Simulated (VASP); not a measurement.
Input of a VASP 6.6.1 run:

INCAR

```
PREC = Accurate
ENCUT = 520
EDIFF = 1E-6
ISMEAR = 0
SIGMA = 0.1
LREAL = False
LASPH = True
NELM = 80
ALGO = Normal
ISIF = 2
LWAVE = False
LCHARG = True
GGA = PE
LELF = True
LVHAR = True
NBANDS = 10
```

File KPOINTS:

```
Automatic mesh
0
Gamma
  12 12 10
```

The input POSCAR:

```
Li
1.0
    4.7342915177      0.0000000000      0.0000000000
   -2.3671457588      4.1000167232      0.0000000000
    0.0000000000      0.0000000000      2.8596542221
Li
2
Direct
    0.3333333333      0.6666666667      0.0000000000
    0.6666666667      0.3333333333      0.0000000000
```

Potentials or basis: VASP PAW PBE potentials, release 64 (Li_sv).

Command:

```console
$ cat potpaw_PBE.64/Li_sv/POTCAR > POTCAR
$ mpirun -np 1 vasp_std > vasp.out
```

(1) What does it give for the band gap on the k mesh?

Results:

(1) zero (bands 3 and 4 overlap by 3.03 eV).
